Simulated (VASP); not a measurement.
CdInS2:

```xyz
4
Lattice="3.8695 0.0000 0.0000 -1.9347 3.3511 0.0000 0.0000 0.0000 6.8105" Properties=species:S:1:pos:R:3 pbc="T T T"
Cd    0.0000    0.0000    0.0000
In    0.0000    0.0000    3.4053
S     1.9347    1.1170    5.1423
S     0.0000    2.2341    1.6682
```

Base run:

- Program: VASP 6.6.1
- Functional: PBE
- Potentials or basis: VASP PAW PBE potentials, release 64 (Cd, In_d, S)
- Cutoff: 520 eV
- k mesh: 8 × 8 × 4
- Occupations: fermi-dirac, width 0.05 eV
- Spin: no spin polarisation

Its results: band gap on the k mesh zero (an odd number of electrons rules out a gap without spin polarisation); pressure 0.1 GPa; largest force 0.025 eV/Å.

Q: The run is repeated on the same cell with these changes: k mesh from 8 × 8 × 4 to 3 × 3 × 2. What comes out?

A: Band gap on the k mesh zero (an odd number of electrons rules out a gap without spin polarisation); pressure 1.1 GPa; largest force 0.160 eV/Å.

Caveats: some runs use coarse meshes; spin-orbit coupling is left out, which moves the levels of the heavy elements.
